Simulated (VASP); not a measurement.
WSe2: single point with PBE

The system is WSe2.

```
W Se
1.0
     3.24553    0.00000    0.00000
    -1.62277    2.81071    0.00000
     0.00000    0.00000   12.79471
W Se
2 4
Cartesian
  0.0000 1.8738 3.1987
  1.6228 0.9369 9.5960
  0.0000 1.8738 7.9455
  1.6228 0.9369 1.5482
  0.0000 1.8738 11.2465
  1.6228 0.9369 4.8492
```

```json
{
 "Program": "VASP 6.6.1",
 "Task": "single point",
 "Functional": "PBE",
 "Potentials or basis": "VASP PAW PBE potentials, release 64 (W_sv, Se)",
 "Cutoff": "520 eV",
 "k mesh": "11 × 11 × 3",
 "Occupations": "fermi-dirac, width 0.08 eV",
 "Spin": "no spin polarisation",
 "Dipole correction": "no",
 "Further INCAR settings": "ALGO = Normal; EDIFF = 1e-07; NBANDS = 35"
}
```

```yaml
Pressure: 10.7 GPa
Largest_force: 0.945 eV/Å
Band_gap_on_the_k_mesh: 0.91 eV (least direct gap 1.84 eV)
```

Forces on the atoms (eV/Å):
```
W    0.000  0.000  0.000
W    0.000  0.000  0.000
Se   0.000  0.000 -0.945
Se   0.000  0.000 -0.945
Se   0.000  0.000  0.945
Se   0.000  0.000  0.945
```

Stress tensor (GPa, compression positive):
```
 9.92  0.00  0.00
 0.00  9.92  0.00
 0.00  0.00 12.19
```

Levels at points of the mesh, in eV from the valence-band top:
| k point | band 23 | band 24 | band 25 | band 26 | band 27 | band 28 | band 29 | band 30 |
| --- | --- | --- | --- | --- | --- | --- | --- | --- |
| (0.00, 0.00, 0.00) | -1.60 | -1.25 | -1.09 | 0.00 | 2.72 | 2.72 | 2.77 | 2.77 |

Wall time 63 s on 1 thread of Intel(R) Xeon(R) Platinum 8559C (Emerald Rapids), with other jobs on the host, peak memory 0.28 GiB.

Caveat: the cell stands under pressure; spin-orbit coupling is left out, which moves the levels of the heavy elements; this functional lacks dispersion, which binds layers or chains, so the pressure and a relaxed spacing across them are unreliable. A k mesh can miss the band edges.
